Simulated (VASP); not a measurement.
Runs of VASP 6.6.1 on SiC. The structure is that of space group P-6m2 (No. 187), or close to it. The cells are those of the table. 

```csv
task,cell,k mesh,cutoff (eV),gap on the mesh (eV),pressure (GPa),relaxed volume (Å³/atom)
single point,"a = 2.865, b = 2.865, c = 2.558 Å, angles 90.0, 90.0, 120.0°, 2 atoms",6 × 6 × 6,520,none,0.0,-
relaxation of cell and atoms,"relaxed from a = 2.906, b = 2.906, c = 2.497 Å, angles 90.0, 90.0, 120.0°, 2 atoms",6 × 6 × 6,600,none,0.0,9.09
relaxation of cell and atoms,"relaxed from a = 2.759, b = 2.759, c = 4.249 Å, angles 90.0, 90.0, 120.0°, 2 atoms",6 × 6 × 4,600,none,0.2,(a)
relaxation of cell and atoms,"relaxed from a = 2.865, b = 2.865, c = 2.558 Å, angles 90.0, 90.0, 120.0°, 2 atoms",24 × 24 × 22,600,none,0.0,9.13
single point,"a = 2.906, b = 2.906, c = 2.497 Å, angles 90.0, 90.0, 120.0°, 2 atoms",6 × 6 × 4,520,none,0.0,-
single point,"a = 2.759, b = 2.759, c = 4.249 Å, angles 90.0, 90.0, 120.0°, 2 atoms",6 × 6 × 4,520,none,-21.5,-
single point,"a = 2.863, b = 2.863, c = 2.571 Å, angles 90.0, 90.0, 120.0°, 2 atoms",24 × 24 × 22,520,none,(b),-
```

Alike in all rows: level PBE; potentials or basis VASP PAW PBE potentials, release 64 (Si, C); no spin polarisation; smearing gaussian 0.1 eV.

Fill in the values left out.

(a) 9.12; (b) 0.1.

Caveats: some runs use coarse meshes; the volume moved by over 15 % at a fixed basis, so the end points are rough (some runs).

A gap of «none» marks levels without a gap at the run's occupations.
